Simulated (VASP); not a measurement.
BAs: single point with r2SCAN+rVV10

The system is BAs.

```xyz
2
Lattice="0.0000 2.4043 2.4043 2.4043 0.0000 2.4043 2.4043 2.4043 0.0000" Properties=species:S:1:pos:R:3 pbc="T T T"
As    3.6065    3.6065    3.6065
B     0.0000    0.0000    0.0000
```

```json
{
  "Program": "VASP 6.6.1",
  "Task": "single point",
  "Functional": "r2SCAN",
  "Dispersion": "rVV10",
  "Potentials or basis": "VASP PAW PBE potentials, release 64 (As, B)",
  "Cutoff": "520 eV",
  "k mesh": "10 × 10 × 10",
  "Occupations": "fermi-dirac, width 0.05 eV",
  "Spin": "no spin polarisation",
  "Dipole correction": "no",
  "Further INCAR settings": "ALGO = Normal; EDIFF = 1e-06; NBANDS = 11"
}
```

```json
{"Pressure": "-2.5 GPa", "Band gap on the k mesh": "1.35 eV, indirect (least direct gap 3.42 eV)"}
```

Levels at points of the mesh, in eV from the valence-band top:
```
           k point  band 2  band 3  band 4  band 5  band 6  band 7
(0.00, 0.00, 0.00)    0.00    0.00    0.00    3.42    3.42    3.42
(0.50, 0.00, 0.00)   -9.11   -1.90   -1.90    2.84    5.02    5.02
(0.50, 0.50, 0.00)   -8.96   -4.23   -4.23    1.60    1.67   11.96
```

Run time: 49 s on 1 thread of Intel(R) Xeon(R) 6975P-C (Granite Rapids), on a shared host, peak memory 0.27 GiB.

Caveat: the PAW data sets were made with another functional, which shifts forces and pressure a little. r2SCAN opens gaps a little over a GGA but as a rule still falls short of measured ones.
